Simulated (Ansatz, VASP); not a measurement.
**Re in VASP and in Ansatz**

INCAR

```
SYSTEM = Re
PREC = Accurate
ENCUT = 520
EDIFF = 1E-6
ISMEAR = -1
SIGMA = 0.1
LREAL = .False.
LASPH = .True.
NELM = 80
ALGO = Normal
ISIF = 2
LWAVE = .False.
LCHARG = .False.
GGA = PE
NBANDS = 18
```

KPOINTS

```
Automatic mesh
0
Gamma
  9 9 9
  0 0 0
```

Contents of POSCAR:

```
Re
1.0
    6.8865820000      0.0000000000      0.0000000000
    6.3303574318      2.7113809081      0.0000000000
    6.3303574318      1.2986372806      2.3801528611
Re
3
Direct
    0.0000000000      0.0000000000      0.0000000000
    0.2221740000      0.2221740000      0.2221740000
    0.7778260000      0.7778260000      0.7778260000
```

Input for Ansatz:

```yaml
crystal:
  lattice: { a: 6.886582, b: 6.886582, c: 6.886582, alpha: 23.18613, beta: 23.18613, gamma: 23.18613 }
  atoms:
    - { symbol: Re, position: [0.0, 0.0, 0.0] }
    - { symbol: Re, position: [0.222174, 0.222174, 0.222174] }
    - { symbol: Re, position: [0.777826, 0.777826, 0.777826] }
kpoints:
  mp_grid: { grid: [9, 9, 9] }
hamiltonian:
  xc: pbe
  pseudopotentials: { kind: paw }
scf:
  occupations: { method: fermi_dirac }
output:
  dos: { method: { smearing: { sigma: 0.1 } } }
  stress: true
```

Alike in both runs: task single point; functional PBE; k mesh 9 × 9 × 9; no spin polarisation.

|  | VASP | Ansatz |
| --- | --- | --- |
| version | VASP 6.6.1 | Ansatz 0.2.0 |
| potentials or method | VASP PAW PBE potentials, release 64 (Re) | plane waves, PAW |
| plane-wave cutoff (eV) | 520 | 420 |
| occupations | fermi-dirac, width 0.1 eV | fermi-dirac |
| valence electrons in the cell | 21 | 45 |

|  | VASP | Ansatz | Ansatz less VASP |
| --- | --- | --- | --- |
| gap on the k mesh at the Fermi level (eV) | none | none | - |
| pressure (GPa) | 3.4 | 3.8 | +0.47 |
| traceless stress, the component that is largest in VASP (GPa) | -0.85 | -0.77 | +0.074 |

A gap of «none» marks a metal or a gap that the smearing closes. VASP's potentials hold 21 valence electrons a cell and Ansatz's 45, so a difference there can come from the potentials and not from the codes.

Neither program's run includes spin-orbit coupling.
